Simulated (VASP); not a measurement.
Wanted: the native input for a VASP 6.6.1 run.

| Item | Value |
| --- | --- |
| Task | relaxation of cell and atoms |
| Functional | PBE |
| Potentials or basis | VASP PAW PBE potentials, release 64 (In_d, H) |
| Cutoff | 600 eV |
| k mesh | 18 × 18 × 18 |
| Occupations | gaussian, width 0.1 eV |
| Spin | no spin polarisation |
| Dipole correction | no |
| Further INCAR settings | ALGO = Normal; EDIFF = 1e-06; IBRION = 2; EDIFFG = -0.01; NSW = 100; ISIF = 3 |

The structure of InH lies in POSCAR:

```
InH
1.0
    0.0000000000      2.6092766905      2.6092766905
    2.6092766905      0.0000000000      2.6092766905
    2.6092766905      2.6092766905      0.0000000000
In H
1 1
Direct
    0.0000000000      0.0000000000      0.0000000000
    0.2500000000      0.2500000000      0.2500000000
```

The cell was built from a structure type or drawn by symmetry, and may not be a known phase.

One way to write it, as run:

INCAR

```
  ALGO = Normal
  EDIFF = 1E-6
  EDIFFG = -0.01
  ENCUT = 600
  GGA = PE
  IBRION = 2
  ISIF = 3
  ISMEAR = 0
  LASPH = True
  LCHARG = False
  LREAL = False
  LWAVE = False
  NELM = 60
  NSW = 100
  PREC = Accurate
  SIGMA = 0.1
```

KPOINTS

```
k-points
0
Gamma
  18 18 18
```

Potentials or basis: VASP PAW PBE potentials, release 64 (In_d, H).

Launch:

```sh
$ cat potpaw_PBE.64/In_d/POTCAR potpaw_PBE.64/H/POTCAR > POTCAR
$ mpirun -np 1 vasp_std > vasp.out
```

Results of the run:

```json
{
 "Pressure after relaxing": "0.0 GPa",
 "Band gap on the k mesh": "zero (bands 7 and 8 overlap by 3.23 eV)"
}
```

Caveat: the relaxation stopped at its first step, so nothing moved; spin-orbit coupling is left out, which moves the levels of the heavy elements.

It took 92 s on 1 thread of Intel(R) Xeon(R) 6975P-C (Granite Rapids) (shared host), peak memory 0.25 GiB.
